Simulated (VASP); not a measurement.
# Ni (Fm-3m) in VASP: a series of runs

Runs on Ni. Level: PBE. Tasks: single point.

Everything below comes from runs of VASP 6.6.1. Logs are shortened: lines on timing, memory, paths and dates and some standing lists are left out, and cuts for length are marked.

**1. The cell of the first run**

The structure is cubic, space group Fm-3m (No. 225). Conventional cell: a = 3.517 Å, b = 3.517 Å, c = 3.517 Å, α = 90.00°, β = 90.00°, γ = 90.00°. Within 3.3 Å of Ni (site symmetry m-3m) lie 12 Ni at 2.49 Å.

**2. Single point, PBE, collinear spin, ferromagnetic start**

File INCAR:

```
SYSTEM = Ni
  ALGO = Normal
  EDIFF = 1E-7
  ENCUT = 520
  GGA = PE
  ISIF = 2
  ISMEAR = -1
  ISPIN = 2
  LASPH = .True.
  LCHARG = .False.
  LMAXMIX = 4
  LORBIT = 11
  LREAL = .False.
  LWAVE = .False.
  MAGMOM = 0.24
  NBANDS = 15
  NELM = 150
  NUPDOWN = 0.24
  PREC = Accurate
  SIGMA = 0.05
```

File KPOINTS:

```
k-points
0
Gamma
  15 15 15
  0 0 0
```

File POSCAR:

```
Ni
1.0
    0.0000000000      1.7586000000      1.7586000000
    1.7586000000      0.0000000000      1.7586000000
    1.7586000000      1.7586000000      0.0000000000
Ni
1
Direct
    0.0000000000      0.0000000000      0.0000000000
```

Potentials or basis: VASP PAW PBE potentials, release 64 (Ni).

On the command line:

```sh
$ cat potpaw_PBE.64/Ni/POTCAR > POTCAR
$ mpirun -np 1 vasp_std > vasp.out
```

OUTCAR:

```text
SYSTEM = Ni
   EDIFF = 1E-7
   ENCUT = 520
   GGA = PE
   ISIF = 2
   ISMEAR = -1
   ISPIN = 2
   LASPH = .True.
   LORBIT = 11
   LREAL = .False.
   NELM = 150
   NUPDOWN = 0.24
   PREC = Accurate

 ion  position               nearest neighbor table
   1  0.000  0.000  0.000-

  LATTYP: Found a face centered cubic cell.
 ALAT       =     3.5172000000

  Lattice vectors:

 A1 = (   0.0000000000,   1.7586000000,   1.7586000000)
 A2 = (   1.7586000000,   0.0000000000,   1.7586000000)
 A3 = (   1.7586000000,   1.7586000000,   0.0000000000)

Analysis of symmetry for initial positions (statically):
[... 25 lines left out ...]
The dynamic configuration has the point symmetry O_h .

Analysis of structural, dynamic, and magnetic symmetry:
=====================================================================
 Subroutine PRICEL returns:
[... 7 lines left out ...]
 out of a pool of 48 trial point group operations.

The overall configuration has the point symmetry O_h .

 Subroutine INISYM returns: Found 48 space group operations
[... 5 lines left out ...]
                                     Primitive cell

  volume of cell :      10.8776

  direct lattice vectors                    reciprocal lattice vectors
     0.000000000  1.758600000  1.758600000    -0.284317070  0.284317070  0.284317070
     1.758600000  0.000000000  1.758600000     0.284317070 -0.284317070  0.284317070
     1.758600000  1.758600000  0.000000000     0.284317070  0.284317070 -0.284317070

  length of vectors
     2.487035971  2.487035971  2.487035971     0.492451611  0.492451611  0.492451611

  position of ions in fractional coordinates (direct lattice)
     0.000000000  0.000000000  0.000000000

  ion indices of the primitive-cell ions
   primitive index   ion index
                 1           1

----------------------------------------------------------------------------------------

 KPOINTS: k-points

Automatic generation of k-mesh.
 Grid dimensions read from file:
 generate k-points for:   15   15   15

 Generating k-lattice:

  Cartesian coordinates                     Fractional coordinates (reciprocal lattice)
    -0.018954471  0.018954471  0.018954471     0.066666667  0.000000000  0.000000000
     0.018954471 -0.018954471  0.018954471     0.000000000  0.066666667  0.000000000
     0.018954471  0.018954471 -0.018954471     0.000000000  0.000000000  0.066666667

  Length of vectors
     0.032830107  0.032830107  0.032830107

  Shift w.r.t. Gamma in fractional coordinates (k-lattice)
     0.000000000  0.000000000  0.000000000

 Subroutine IBZKPT returns following result:
 ===========================================

 Found    120 irreducible k-points:

 Following reciprocal coordinates:
            Coordinates               Weight
  0.000000  0.000000  0.000000      1.000000
  0.066667  0.000000  0.000000      8.000000
  0.133333  0.000000  0.000000      8.000000
  0.200000  0.000000  0.000000      8.000000
  0.266667  0.000000  0.000000      8.000000
  0.333333  0.000000  0.000000      8.000000
[... 16 lines left out ...]
  0.133333  0.133333  0.000000      6.000000
  0.200000  0.133333  0.000000     24.000000
 [... further k-points ...]
   k-points           NKPTS =    120   k-points in BZ     NKDIM =    120   number of bands    NBANDS=     15
   number of dos      NEDOS =    301   number of ions     NIONS =      1
   total plane-waves  NPLWV =   5832
   dimension x,y,z NGX =    18 NGY =   18 NGZ =   18
   dimension x,y,z NGXF=    36 NGYF=   36 NGZF=   36
   ions per type =               1
   NGX,Y,Z   is equivalent  to a cutoff of  12.03, 12.03, 12.03 a.u.
   NGXF,Y,Z  is equivalent  to a cutoff of  24.06, 24.06, 24.06 a.u.
 SYSTEM =  Ni
   PREC   = accura    normal or accurate (medium, high low for compatibility)
   ISTART =      0    job   : 0-new  1-cont  2-samecut
   ICHARG =      2    charge: 1-file 2-atom 10-const
   ISPIN  =      2    spin polarized calculation?
   LNONCOLLINEAR =      F non collinear calculations
   LSORBIT =      F    spin-orbit coupling
   LASPH  =      T    aspherical Exc in radial PAW
   ENCUT  =  520.0 eV  38.22 Ry    6.18 a.u.   4.62  4.62  4.62*2*pi/ulx,y,z
   NELM   =    150;   NELMIN=  2; NELMDL= -5     # of ELM steps
   EDIFF  = 0.1E-06   stopping-criterion for ELM
   LREAL  =      F    real-space projection
   EDIFFG = 0.1E-05   stopping-criterion for IOM
   NSW    =      0    number of steps for IOM
   IBRION =     -1    ionic relax: 0-MD 1-quasi-New 2-CG
   NFREE  =      0    steps in history (QN), initial steepest desc. (CG)
   ISIF   =      2    stress and relaxation
   ISYM   =      2    0-nonsym 1-usesym 2-fastsym
   POTIM  = 0.5000    time-step for ionic-motion
   TEBEG  =    0.0;   TEEND  =   0.0 temperature during run
   PSTRESS=    0.0 pullay stress
   NELECT =      10.0000    total number of electrons
   NUPDOWN=       0.2400    fix difference up-down
   EMIN   =  10.00;   EMAX   =-10.00  energy-range for DOS
   EFERMI =   0.00;   METHOD = LEGACY
   ISMEAR =    -1;   SIGMA  =   0.05  broadening in eV -4-tet -1-fermi 0-gaus
   EFERMI_NEDOS =   21; number of points for ismear=-14 and -15
   IALGO  =     38    algorithm
   IMIX   =      4    mixing-type and parameters
     AMIX     =   0.40;   BMIX     =  1.00
     AMIX_MAG =   1.60;   BMIX_MAG =  1.00
  volume/ion in A,a.u.               =      10.88        73.41
  Fermi-wavevector in a.u.,A,eV,Ry     =   1.591834  3.008130 34.476283  2.533935
  Thomas-Fermi vector in A             =   2.690313
   LORBIT       =     11    0 simple, 1 ext, 2 COOP (PROOUT), +10 PAW based schemes
   GGA     = PE    functional components
   LHFCALC =     F    Hartree Fock is set to
   AEXX    =    0.0000 exact exchange contribution
   IVDW    =     0    specifies the selected vdW correction
   LEPSILON=     F    determine dielectric tensor
   LRPA    =     F    only Hartree local field effects (RPA)
 spin polarized calculation
  energy-cutoff  :      520.00
  volume of cell :       10.88
 maximum number of plane-waves:       303
   NGX =  9   NGY =  9   NGZ =  9

 number of electron      10.0000013 magnetization       0.2400001

 Free energy of the ion-electron system (eV)
  ---------------------------------------------------
  ext. energy  EPLUGINS =         0.00000000
  ---------------------------------------------------
  free energy    TOTEN  =        -5.44044854 eV

  energy without entropy =       -5.41564893  energy(sigma->0) =       -5.42804873

 E-fermi :   9.2830     XC(G=0): -13.2545

 val. band max:        9.2819788007   @ k =   0.4000   0.2667   0.0000
 cond. band min:       9.1186410918   @ k =  -0.4667   0.4000   0.0000
 fundamental gap:     -0.1633377090
 Fermi energy:         9.1163668496

 spin component 1

 k-point     1 :       0.0000    0.0000    0.0000
  band No.  band energies     occupation
      1       0.3645      1.00000
      2       7.1924      1.00000
      3       7.1924      1.00000
      4       7.1924      1.00000
      5       8.3339      1.00000
      6       8.3339      1.00000
      7      33.0641      0.00000
      8      36.9702      0.00000
      9      36.9702      0.00000
     10      36.9702      0.00000
     11      39.9486      0.00000
     12      39.9486      0.00000
     13      39.9486      0.00000
     14      42.8334      0.00000
     15      49.2359      0.00000
[... 397 lines left out ...]
 k-point    24 :       0.2000    0.1333    0.0000
  band No.  band energies     occupation
      1       1.8676      1.00000
      2       6.7139      1.00000
      3       7.5458      1.00000
      4       7.5763      1.00000
      5       7.9845      1.00000
      6       8.5112      0.99999
      7      29.1021      0.00000
      8      31.6779      0.00000
      9      32.0922      0.00000
     10      34.3794      0.00000
     11      38.8570      0.00000
     12      43.2903      0.00000
     13      44.9964      0.00000
     14      45.6066      0.00000
     15      50.5175      0.00000

 [... further k-points ...]

 spin component 2

 k-point     1 :       0.0000    0.0000    0.0000
  band No.  band energies     occupation
      1       0.3359      1.00000
      2       7.4980      1.00000
      3       7.4980      1.00000
      4       7.4980      1.00000
      5       8.5494      1.00000
      6       8.5494      1.00000
      7      32.9812      0.00000
      8      36.9463      0.00000
      9      36.9463      0.00000
     10      36.9463      0.00000
     11      39.9774      0.00000
     12      39.9774      0.00000
     13      39.9774      0.00000
     14      42.7710      0.00000
     15      49.3086      0.00000
[... 397 lines left out ...]
 k-point    24 :       0.2000    0.1333    0.0000
  band No.  band energies     occupation
      1       1.8414      1.00000
      2       7.0011      1.00000
      3       7.8381      1.00000
      4       7.8837      1.00000
      5       8.2068      1.00000
      6       8.7334      0.99998
      7      29.1164      0.00000
      8      31.6976      0.00000
      9      32.0635      0.00000
     10      34.3528      0.00000
     11      38.9291      0.00000
     12      43.2688      0.00000
     13      44.9562      0.00000
     14      45.5737      0.00000
     15      50.4742      0.00000

 [... further k-points ...]
[... 5 lines left out ...]
  --------------------------------------------------------------------------------------
  -------------------------------------------------------------------------------------
  Total       -0.0550028     -0.0550028     -0.0550028      0.0000000     -0.0000000     -0.0000000
  in kB       -8.1014705     -8.1014705     -8.1014705      0.0000000     -0.0000000     -0.0000000
  external PRESSURE =      -8.1014705 kB  Pullay stress =       0.0000000 kB

 VOLUME and BASIS-vectors are now :
 -----------------------------------------------------------------------------
  energy-cutoff  :      520.00
  volume of cell :       10.88
      direct lattice vectors                 reciprocal lattice vectors
     0.000000000  1.758600000  1.758600000    -0.284317070  0.284317070  0.284317070
     1.758600000  0.000000000  1.758600000     0.284317070 -0.284317070  0.284317070
     1.758600000  1.758600000  0.000000000     0.284317070  0.284317070 -0.284317070

 POSITION                                       TOTAL-FORCE (eV/Angst)
 -----------------------------------------------------------------------------------
      0.00000      0.00000      0.00000         0.000000     -0.000000     -0.000000
 -----------------------------------------------------------------------------------
    total drift:                                0.000000      0.000000      0.000000

  FREE ENERGIE OF THE ION-ELECTRON SYSTEM (eV)
  ---------------------------------------------------
  free  energy   TOTEN  =        -5.4404485398 eV

  energy  without entropy=       -5.4156489289  energy(sigma->0) =       -5.42804873

 total charge

# of ion       s       p       d       tot
------------------------------------------
    1        0.494   0.493   8.326   9.313

 magnetization (x)

# of ion       s       p       d       tot
------------------------------------------
    1       -0.005  -0.014   0.265   0.247
```

It took 17 s on 1 thread of Intel Xeon 6975P-C (Granite Rapids), shared host; peak memory 0.14 GiB.

What came out:

```
Free energy                                           : -5.4404 eV
Pressure                                              : -0.8 GPa
Net moment                                            : 0.24 μB per cell
Site moments                                          : Ni +0.25 μB
Valence electrons inside the program's atomic spheres : Ni 9.31
```

Caveat: the total moment is fixed, so each spin has its own Fermi level.

**3. Single point, PBE, collinear spin, ferromagnetic start**

File INCAR:

```
SYSTEM = Ni
PREC = Accurate
ENCUT = 520
EDIFF = 1E-6
ISMEAR = -1
SIGMA = 0.05
LREAL = .FALSE.
LASPH = .TRUE.
NELM = 150
ALGO = Normal
ISIF = 2
LWAVE = .FALSE.
LCHARG = .FALSE.
ISPIN = 2
MAGMOM = 0.73
LORBIT = 11
NUPDOWN = 0.73
LMAXMIX = 4
GGA = PE
NBANDS = 15
```

File KPOINTS:

```
regular mesh
0
G
  15 15 15
  0 0 0
```

POSCAR is that of step 2.

Potentials or basis: VASP PAW PBE potentials, release 64 (Ni).

On the command line:

```sh
$ cat potpaw_PBE.64/Ni/POTCAR > POTCAR
$ mpirun -np 1 vasp_std > vasp.out
```

Run time: 14 s. Hardware: 1 thread of Intel Xeon 6975P-C (Granite Rapids), shared host; peak memory 0.14 GiB.

It converged, with:

```yaml
Free_energy: -5.4709 eV
Pressure: 0.9 GPa
Net_moment: 0.73 μB per cell
Site_moments: Ni +0.74 μB
Valence_electrons_inside_the_program's_atomic_spheres: Ni 9.31
```

Caveat: the total moment is fixed, so each spin has its own Fermi level.

**4. Single point, PBE, collinear spin, ferromagnetic start**

File INCAR:

```
SYSTEM = Ni
  PREC = Accurate
  ENCUT = 520
  EDIFF = 1E-6
  ISMEAR = -1
  SIGMA = 0.05
  LREAL = .FALSE.
  LASPH = .TRUE.
  NELM = 150
  ALGO = Normal
  ISIF = 2
  LWAVE = .FALSE.
  LCHARG = .FALSE.
  ISPIN = 2
  MAGMOM = 1.21
  LORBIT = 11
  NUPDOWN = 1.21
  LMAXMIX = 4
  GGA = PE
  NBANDS = 15
```

File KPOINTS:

```
Automatic mesh
0
G
  15 15 15
  0 0 0
```

POSCAR is that of step 3.

On the command line:

```sh
$ cat potpaw_PBE.64/Ni/POTCAR > POTCAR
$ mpirun -np 1 vasp_std > vasp.out
```

It took 15 s on 1 thread of Intel Xeon 6975P-C (Granite Rapids), shared host; peak memory 0.14 GiB.

Results (log left out):

* Free energy: -5.2222 eV
* Pressure: 6.5 GPa
* Net moment: 1.21 μB per cell
* Site moments: Ni +1.18 μB
* Valence electrons inside the program's atomic spheres: Ni 9.29

Caveat: the total moment is fixed, so each spin has its own Fermi level.

(Part 1 of 2 ends here.)
